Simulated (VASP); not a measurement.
Write the native input for VASP 6.6.1 that does the following.

| Quantity | Value |
| --- | --- |
| Task | single point |
| Functional | PBE |
| Potentials or basis | VASP PAW PBE potentials, release 64 (S, Hg) |
| Cutoff | 520 eV |
| k mesh | 15 × 15 × 1 |
| Occupations | gaussian, width 0.05 eV |
| Spin | no spin polarisation |
| Dipole correction | yes |
| Further INCAR settings | ALGO = Normal; EDIFF = 1e-06; NBANDS = 46 |

The structure of HgS lies in POSCAR:

```
HgS
1.0
    4.1422315200      0.0000000000      0.0000000000
   -2.0711157600      3.5872777300      0.0000000000
    0.0000000000      0.0000000000     27.9918828265
S Hg
4 4
Direct
    0.0000000000      0.0000000000      0.3036594592
    0.3333333331      0.6666666662      0.4244844042
    0.6666666669      0.3333333331      0.5547086033
    0.0000000000      0.0000000000      0.6853520735
    0.3333333331      0.6666666662      0.3338656954
    0.6666666669      0.3333333331      0.4546906404
    0.0000000000      0.0000000000      0.5801674976
    0.3333333331      0.6666666662      0.7001997055
```

One way to write it, as run:

INCAR

```
PREC     = Accurate       # precision mode
ENCUT    = 520            # plane-wave cutoff, eV
EDIFF    = 1E-6           # SCF threshold, eV
ISMEAR   = 0              # smearing method
SIGMA    = 0.05           # smearing width, eV
LREAL    = False          # projectors in reciprocal space
LASPH    = True           # aspherical terms in the spheres
NELM     = 80             # most SCF steps
ALGO     = Normal         # electronic algorithm
ISIF     = 2              # what is computed and relaxed
LWAVE    = False          # write WAVECAR
LCHARG   = False          # write CHGCAR
LDIPOL   = True         
IDIPOL   = 3            
DIPOL    = 0.5 0.5 0.505
GGA      = PE             # functional
NBANDS   = 46             # bands
```

KPOINTS

```
regular mesh
0
Gamma
  15 15 1
```

Potentials or basis: VASP PAW PBE potentials, release 64 (S, Hg).

The run is started by

```bash
$ cat potpaw_PBE.64/S/POTCAR potpaw_PBE.64/Hg/POTCAR > POTCAR
$ mpirun -np 1 vasp_std > vasp.out
```

Results of the run:

| Item | Value |
| --- | --- |
| Largest force | 0.991 eV/Å |
| Band gap on the k mesh | 0.01 eV (least direct gap 0.07 eV) |

Caveat: the smearing spreads over this small gap; spin-orbit coupling is left out, which moves the levels of the heavy elements.

Run time: 37 min on 1 thread of Intel(R) Xeon(R) Platinum 8488C (Sapphire Rapids), on a shared host, peak memory 0.76 GiB.
